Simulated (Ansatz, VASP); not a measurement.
**InAs3: VASP beside Ansatz**

The input INCAR:

```
SYSTEM = InAs3
PREC = Accurate
ENCUT = 600
EDIFF = 1E-6
ISMEAR = 0
SIGMA = 0.1
LREAL = .FALSE.
LASPH = .TRUE.
NELM = 100
ALGO = Normal
ISIF = 3
LWAVE = .FALSE.
LCHARG = .FALSE.
GGA = PE
IBRION = 2
NSW = 90
EDIFFG = -0.04
```

The input KPOINTS:

```
Automatic mesh
0
G
  4 4 4
  0 0 0
```

The input POSCAR:

```
InAs3
1.0
    5.0650565000      0.0000000000      0.0000000000
    0.0000000000      5.0650565000      0.0000000000
    0.0000000000      0.0000000000      4.4216635100
In As
1 3
Direct
    0.0000000000      0.0000000000      0.0000000000
    0.5000000000      0.5000000000      0.0000000000
    0.0000000000      0.5000000000      0.5000000000
    0.5000000000      0.0000000000      0.5000000000
```

Input for Ansatz:

```yaml
crystal:
  lattice:
    - [5.0650565, 0.0, 0.0]
    - [0.0, 5.0650565, 0.0]
    - [0.0, 0.0, 4.42166351]
  atoms:
    - { symbol: In, position: [0.0, 0.0, 0.0] }
    - { symbol: As, position: [0.5, 0.5, 0.0] }
    - { symbol: As, position: [0.0, 0.5, 0.5] }
    - { symbol: As, position: [0.5, 0.0, 0.5] }
basis:
  ecutwfc: 420
kpoints:
  mp_grid: { grid: [4, 4, 4] }
hamiltonian:
  xc: pbe
scf:
  occupations: { method: gaussian, width: 0.1 }
  lower_state_search: "off"
output:
  forces: true
  stress: true
  eigenvalues: true
relax:
  adjacent_minimum: "off"
  f_tol: 0.04
  max_steps: 70
  cell: { stress_tol: 0.4 }
```

Change from the starting cell: species swapped into the Zr3Ag type (P4/mmm, No. 123).

Alike in both runs: task relaxation of cell and atoms; functional PBE; k mesh 4 × 4 × 4; occupations gaussian, width 0.1 eV; no spin polarisation.

|  | VASP | Ansatz |
| --- | --- | --- |
| version | VASP 6.6.1 | Ansatz 0.2.0 |
| potentials or method | VASP PAW PBE potentials, release 64 (In_d, As), cutoff 600 eV | scalar-relativistic, plane waves, PAW |
| valence electrons in the cell | 28 | 58 |

|  | VASP | Ansatz | Ansatz less VASP |
| --- | --- | --- | --- |
| gap on the k mesh at the Fermi level, each at its own relaxed structure (eV) | none | none | - |
| relaxed volume (Å³/atom) | 21.37 | 21.32 | -0.049 |
| relaxed length of the cell vector where the two differ most in proportion (Å) | 4.246 | 4.311 | +0.0647 |

A gap of «none» marks a metal or a gap that the smearing closes. VASP's potentials hold 28 valence electrons a cell and Ansatz's 58, so a difference there can come from the potentials and not from the codes.

Noted on VASP's run: the volume moved by over 15 % at a fixed basis, so the end points are rough.
